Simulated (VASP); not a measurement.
# MoH5 (F-43m) in VASP: density of states with PBE

Aim: the density of states of MoH5 with PBE.

Everything below comes from runs of VASP 6.6.1. Logs are shortened: lines on timing, memory, paths and dates and some standing lists are left out, and cuts for length are marked.

## Step 1: The cell of the first run

Symmetry: F-43m, No. 216, cubic system. The conventional cell has a = 4.878 Å, b = 4.878 Å, c = 4.878 Å, α = 90.00°, β = 90.00°, γ = 90.00°. Within 2.2 Å of H (site symmetry 3m) lie 9 H at 1.69 to 2.03 Å and 3 Mo at 2.02 Å. H (site symmetry -43m) has 12 H at 2.03 Å and 4 Mo at 2.11 Å within 2.7 Å. Mo (site symmetry -43m) has 16 H at 2.02 to 2.11 Å within 2.7 Å.

## Step 2: Density of states, PBE

POSCAR

```
MoH5
1.0
    0.0000000000      2.4392304011      2.4392304011
    2.4392304011      0.0000000000      2.4392304011
    2.4392304011      2.4392304011      0.0000000000
H Mo
5 1
Direct
    0.3726224520      0.3726224520      0.8821326439
    0.3726224520      0.8821326439      0.3726224520
    0.8821326439      0.3726224520      0.3726224520
    0.3726224520      0.3726224520      0.3726224520
    0.7500000000      0.7500000000      0.7500000000
    0.0000000000      0.0000000000      0.0000000000
```

INCAR.step1

```
SYSTEM = MoH5
PREC     = Accurate       ! precision mode
ENCUT    = 520            ! plane-wave cutoff, eV
EDIFF    = 1E-6           ! SCF threshold, eV
ISMEAR   = 0              ! smearing method
SIGMA    = 0.1            ! smearing width, eV
LREAL    = .FALSE.        ! projectors in reciprocal space
LASPH    = .TRUE.         ! aspherical terms in the spheres
NELM     = 80             ! most SCF steps
ALGO     = Normal         ! electronic algorithm
ISIF     = 2              ! what is computed and relaxed
LWAVE    = .FALSE.        ! write WAVECAR
LCHARG   = .TRUE.         ! write CHGCAR
LMAXMIX  = 4              ! l up to which the mixer works
GGA      = PE             ! functional
NBANDS   = 18             ! bands
```

KPOINTS.step1

```
regular mesh
0
G
  14 14 14
  0 0 0
```

INCAR.step2

```
SYSTEM = MoH5
PREC     = Accurate       ! precision mode
ENCUT    = 520            ! plane-wave cutoff, eV
EDIFF    = 1E-6           ! SCF threshold, eV
ISMEAR   = -5             ! smearing method
SIGMA    = 0.1            ! smearing width, eV
LREAL    = .FALSE.        ! projectors in reciprocal space
LASPH    = .TRUE.         ! aspherical terms in the spheres
NELM     = 80             ! most SCF steps
ALGO     = Normal         ! electronic algorithm
ISIF     = 2              ! what is computed and relaxed
LWAVE    = .FALSE.        ! write WAVECAR
LCHARG   = .FALSE.        ! write CHGCAR
LMAXMIX  = 4              ! l up to which the mixer works
GGA      = PE             ! functional
LORBIT   = 11             ! projections on sites
NEDOS    = 1001           ! points of the DOS
ICHARG   = 11             ! starting density
```

KPOINTS.step2

```
regular mesh
0
G
  21 21 21
  0 0 0
```

Potentials or basis: VASP PAW PBE potentials, release 64 (H, Mo_sv).

Launch:

```sh
$ cat potpaw_PBE.64/H/POTCAR potpaw_PBE.64/Mo_sv/POTCAR > POTCAR
$ cp INCAR.step1 INCAR
$ cp KPOINTS.step1 KPOINTS
$ mpirun -np 1 vasp_std > vasp.out
$ cp INCAR.step2 INCAR
$ cp KPOINTS.step2 KPOINTS
$ mpirun -np 1 vasp_std > vasp.out
```

OUTCAR:

```text
SYSTEM = MoH5
   PREC = Accurate
   ENCUT = 520
   EDIFF = 1E-6
   ISMEAR = -5
   LREAL = .FALSE.
   LASPH = .TRUE.
   NELM = 80
   ISIF = 2
   GGA = PE
   LORBIT = 11
   ICHARG = 11

 ion  position               nearest neighbor table
   1  0.373  0.373  0.882-   6 2.02   6 2.02   6 2.02
   2  0.373  0.882  0.373-   6 2.02   6 2.02   6 2.02
   3  0.882  0.373  0.373-   6 2.02   6 2.02   6 2.02
   4  0.373  0.373  0.373-   6 2.02   6 2.02   6 2.02
   5  0.750  0.750  0.750-   6 2.11   6 2.11   6 2.11   6 2.11
   6  0.000  0.000  0.000-   1 2.02   2 2.02   3 2.02   4 2.02   4 2.02   4 2.02   1 2.02   1 2.02
                             2 2.02   3 2.02   2 2.02   3 2.02   5 2.11   5 2.11   5 2.11   5 2.11

  LATTYP: Found a face centered cubic cell.
 ALAT       =     4.8784608022

  Lattice vectors:

 A1 = (   0.0000000000,   2.4392304011,   2.4392304011)
 A2 = (   2.4392304011,   0.0000000000,   2.4392304011)
 A3 = (   2.4392304011,   2.4392304011,   0.0000000000)

Analysis of symmetry for initial positions (statically):
=====================================================================
 Subroutine PRICEL returns:
 Original cell was already a primitive cell.

 Routine SETGRP: Setting up the symmetry group for a
 face centered cubic supercell.

 Subroutine GETGRP returns: Found 24 space group operations
 (whereof 24 operations were pure point group operations)
 out of a pool of 48 trial point group operations.

The static configuration has the point symmetry T_d .

Analysis of symmetry for dynamics (positions and initial velocities):
=====================================================================
 Subroutine PRICEL returns:
 Original cell was already a primitive cell.

 Routine SETGRP: Setting up the symmetry group for a
 face centered cubic supercell.

 Subroutine GETGRP returns: Found 24 space group operations
 (whereof 24 operations were pure point group operations)
 out of a pool of 48 trial point group operations.

The dynamic configuration has the point symmetry T_d .

 Subroutine INISYM returns: Found 24 space group operations
 (whereof 24 operations are pure point group operations),
 and found     1 'primitive' translations

----------------------------------------------------------------------------------------

                                     Primitive cell

  volume of cell :      29.0261

  direct lattice vectors                    reciprocal lattice vectors
     0.000000000  2.439230401  2.439230401    -0.204982686  0.204982686  0.204982686
     2.439230401  0.000000000  2.439230401     0.204982686 -0.204982686  0.204982686
     2.439230401  2.439230401  0.000000000     0.204982686  0.204982686 -0.204982686

  length of vectors
     3.449592715  3.449592715  3.449592715     0.355040427  0.355040427  0.355040427

  position of ions in fractional coordinates (direct lattice)
     0.372622452  0.372622452  0.882132644
     0.372622452  0.882132644  0.372622452
     0.882132644  0.372622452  0.372622452
     0.372622452  0.372622452  0.372622452
     0.750000000  0.750000000  0.750000000
     0.000000000  0.000000000  0.000000000

  ion indices of the primitive-cell ions
   primitive index   ion index
                 1           1
                 2           2
                 3           3
                 4           4
                 5           5
                 6           6

----------------------------------------------------------------------------------------

 KPOINTS: regular mesh

Automatic generation of k-mesh.
 Grid dimensions read from file:
 generate k-points for:   21   21   21

 Generating k-lattice:

  Cartesian coordinates                     Fractional coordinates (reciprocal lattice)
    -0.009761080  0.009761080  0.009761080     0.047619048  0.000000000  0.000000000
     0.009761080 -0.009761080  0.009761080     0.000000000  0.047619048  0.000000000
     0.009761080  0.009761080 -0.009761080     0.000000000  0.000000000  0.047619048

  Length of vectors
     0.016906687  0.016906687  0.016906687

  Shift w.r.t. Gamma in fractional coordinates (k-lattice)
     0.000000000  0.000000000  0.000000000

 TETIRR: Found   1276 inequivalent tetrahedra from    55566

 Subroutine IBZKPT returns following result:
 ===========================================

 Found    286 irreducible k-points:

 Following reciprocal coordinates:
            Coordinates               Weight
  0.000000  0.000000  0.000000      1.000000
  0.047619  0.000000  0.000000      8.000000
  0.095238  0.000000  0.000000      8.000000
  0.142857  0.000000  0.000000      8.000000
  0.190476  0.000000  0.000000      8.000000
  0.238095  0.000000  0.000000      8.000000
[... 16 lines left out ...]
 -0.428571  0.047619  0.000000     24.000000
 -0.380952  0.047619  0.000000     24.000000
 [... further k-points ...]
   k-points           NKPTS =    286   k-points in BZ     NKDIM =    286   number of bands    NBANDS=     13
   number of dos      NEDOS =   1001   number of ions     NIONS =      6
   total plane-waves  NPLWV =  21952
   dimension x,y,z NGX =    28 NGY =   28 NGZ =   28
   dimension x,y,z NGXF=    56 NGYF=   56 NGZF=   56
   ions per type =               5   1
   NGX,Y,Z   is equivalent  to a cutoff of  13.49, 13.49, 13.49 a.u.
   NGXF,Y,Z  is equivalent  to a cutoff of  26.99, 26.99, 26.99 a.u.
 SYSTEM =  MoH5
   PREC   = accura    normal or accurate (medium, high low for compatibility)
   ISTART =      0    job   : 0-new  1-cont  2-samecut
   ICHARG =     11    charge: 1-file 2-atom 10-const
   ISPIN  =      1    spin polarized calculation?
   LNONCOLLINEAR =      F non collinear calculations
   LSORBIT =      F    spin-orbit coupling
   LASPH  =      T    aspherical Exc in radial PAW
   ENCUT  =  520.0 eV  38.22 Ry    6.18 a.u.   6.41  6.41  6.41*2*pi/ulx,y,z
   NELM   =     80;   NELMIN=  2; NELMDL=  0     # of ELM steps
   EDIFF  = 0.1E-05   stopping-criterion for ELM
   LREAL  =      F    real-space projection
   EDIFFG = 0.1E-04   stopping-criterion for IOM
   NSW    =      0    number of steps for IOM
   IBRION =     -1    ionic relax: 0-MD 1-quasi-New 2-CG
   NFREE  =      0    steps in history (QN), initial steepest desc. (CG)
   ISIF   =      2    stress and relaxation
   ISYM   =      2    0-nonsym 1-usesym 2-fastsym
   POTIM  = 0.5000    time-step for ionic-motion
   TEBEG  =    0.0;   TEEND  =   0.0 temperature during run
   PSTRESS=    0.0 pullay stress
   NELECT =      19.0000    total number of electrons
   NUPDOWN=      -1.0000    fix difference up-down
   EMIN   =  10.00;   EMAX   =-10.00  energy-range for DOS
   EFERMI =   0.00;   METHOD = LEGACY
   ISMEAR =    -5;   SIGMA  =   0.10  broadening in eV -4-tet -1-fermi 0-gaus
   EFERMI_NEDOS =   21; number of points for ismear=-14 and -15
   IALGO  =     38    algorithm
   IMIX   =      4    mixing-type and parameters
     AMIX     =   0.40;   BMIX     =  1.00
     AMIX_MAG =   1.60;   BMIX_MAG =  1.00
  volume/ion in A,a.u.               =       4.84        32.65
  Fermi-wavevector in a.u.,A,eV,Ry     =   1.421444  2.686140 27.490628  2.020504
  Thomas-Fermi vector in A             =   2.542253
   LORBIT       =     11    0 simple, 1 ext, 2 COOP (PROOUT), +10 PAW based schemes
   GGA     = PE    functional components
   LHFCALC =     F    Hartree Fock is set to
   AEXX    =    0.0000 exact exchange contribution
   IVDW    =     0    specifies the selected vdW correction
   LEPSILON=     F    determine dielectric tensor
   LRPA    =     F    only Hartree local field effects (RPA)
 non-spin polarized calculation
 Fermi weights with tetrahedron method with Bloechl corrections
  energy-cutoff  :      520.00
  volume of cell :       29.03
 maximum number of plane-waves:       801
 NGX is ok and might be reduce to    28

 number of electron      19.0000001 magnetization

 Free energy of the ion-electron system (eV)
  ---------------------------------------------------
  ext. energy  EPLUGINS =         0.00000000
  ---------------------------------------------------
  free energy    TOTEN  =       -24.03008046 eV

  energy without entropy =      -24.03008046  energy(sigma->0) =      -24.03008046

 E-fermi :   8.7168     XC(G=0): -12.4053

 val. band max:        8.7182134083   @ k =   0.4762   0.0476   0.0000
 cond. band min:       8.7112273944   @ k =  -0.4286   0.1905   0.0476
 fundamental gap:     -0.0069860138
 Fermi energy:         8.7168037678

 k-point     1 :       0.0000    0.0000    0.0000
  band No.  band energies     occupation
      1     -53.0504      2.00000
      2     -27.0605      2.00000
      3     -27.0605      2.00000
      4     -27.0605      2.00000
      5      -4.9358      2.00000
      6       5.0618      2.00000
      7       5.0618      2.00000
      8       5.0618      2.00000
      9       7.6034      2.00000
     10       7.6634      2.00000
     11       7.6634      2.00000
     12      11.8156      0.00000
     13      11.8156      0.00000

 k-point     2 :       0.0476    0.0000    0.0000
  band No.  band energies     occupation
      1     -53.0499      2.00000
      2     -27.0662      2.00000
      3     -27.0612      2.00000
      4     -27.0612      2.00000
      5      -4.8863      2.00000
      6       4.8627      2.00000
      7       5.0722      2.00000
      8       5.0722      2.00000
      9       7.6064      2.00000
     10       7.6064      2.00000
     11       7.7671      2.00000
     12      11.7667      0.00000
     13      11.9360      0.00000

 k-point     3 :       0.0952    0.0000    0.0000
  band No.  band energies     occupation
      1     -53.0486      2.00000
      2     -27.0827      2.00000
      3     -27.0632      2.00000
      4     -27.0632      2.00000
      5      -4.7391      2.00000
      6       4.3925      2.00000
      7       5.0948      2.00000
      8       5.0948      2.00000
      9       7.4730      2.00000
     10       7.4730      2.00000
     11       8.1022      2.00000
     12      11.6810      0.00000
     13      12.2626      0.00000
[... 305 lines left out ...]
 k-point    23 :      -0.4286    0.0476    0.0000
  band No.  band energies     occupation
      1     -53.0295      2.00000
      2     -27.3013      2.00000
      3     -27.0954      2.00000
      4     -27.0902      2.00000
      5      -1.5118      2.00000
      6       0.2182      2.00000
      7       4.2575      2.00000
      8       4.4271      2.00000
      9       7.9528      2.00000
     10       8.5366      2.25110
     11       8.8179      0.07413
     12      11.0162      0.00000
     13      13.5252      0.00000

 k-point    24 :      -0.3810    0.0476    0.0000
  band No.  band energies     occupation
      1     -53.0310      2.00000
      2     -27.2842      2.00000
      3     -27.0940      2.00000
      4     -27.0871      2.00000
      5      -2.0309      2.00000
      6       0.7300      2.00000
      7       4.3439      2.00000
      8       4.5018      2.00000
      9       8.0038      2.00000
     10       8.2145      2.00000
     11       8.6346      1.53823
     12      11.3174      0.00000
     13      13.5915      0.00000

 [... further k-points ...]
[... 5 lines left out ...]
  --------------------------------------------------------------------------------------
  -------------------------------------------------------------------------------------
  Total       -0.0187756     -0.0187756     -0.0187756      0.0000000      0.0000000     -0.0000000
  in kB       -1.0363732     -1.0363732     -1.0363732      0.0000000      0.0000000     -0.0000000
  external PRESSURE =      -1.0363732 kB  Pullay stress =       0.0000000 kB

 VOLUME and BASIS-vectors are now :
 -----------------------------------------------------------------------------
  energy-cutoff  :      520.00
  volume of cell :       29.03
      direct lattice vectors                 reciprocal lattice vectors
     0.000000000  2.439230401  2.439230401    -0.204982686  0.204982686  0.204982686
     2.439230401  0.000000000  2.439230401     0.204982686 -0.204982686  0.204982686
     2.439230401  2.439230401  0.000000000     0.204982686  0.204982686 -0.204982686

 POSITION                                       TOTAL-FORCE (eV/Angst)
 -----------------------------------------------------------------------------------
      3.06064      3.06064      1.81782         0.000189      0.000189     -0.000189
      3.06064      1.81782      3.06064         0.000189     -0.000189      0.000189
      1.81782      3.06064      3.06064        -0.000189      0.000189      0.000189
      1.81782      1.81782      1.81782        -0.000189     -0.000189     -0.000189
      3.65885      3.65885      3.65885        -0.000000      0.000000      0.000000
      0.00000      0.00000      0.00000        -0.000000     -0.000000     -0.000000
 -----------------------------------------------------------------------------------
    total drift:                               -0.000066     -0.000066     -0.000066

  FREE ENERGIE OF THE ION-ELECTRON SYSTEM (eV)
  ---------------------------------------------------
  free  energy   TOTEN  =       -24.0300804612 eV

  energy  without entropy=      -24.0300804612  energy(sigma->0) =      -24.03008046

 total charge

# of ion       s       p       d       tot
------------------------------------------
    1        0.499   0.025   0.000   0.524
    2        0.499   0.025   0.000   0.524
    3        0.499   0.025   0.000   0.524
    4        0.499   0.025   0.000   0.524
    5        0.472   0.022   0.000   0.494
    6        2.232   6.154   4.017  12.403
--------------------------------------------------
tot          4.700   6.275   4.017  14.992
```

Wall time 49 s (1 thread of Intel Xeon 6975P-C (Granite Rapids), shared host); peak memory 0.23 GiB.

Results:

```yaml
Valence_electrons_inside_the_program's_atomic_spheres: H 0.52, 0.49; Mo 12.40
```

Levels at points of the mesh, in eV from the Fermi level:
```csv
k point,band 6,band 7,band 8,band 9,band 10,band 11,band 12,band 13
"(0.00, 0.00, 0.00)",-3.66,-3.66,-3.66,-1.11,-1.05,-1.05,3.10,3.10
```

Caveat: tetrahedron occupations give inexact forces and stress in metals.
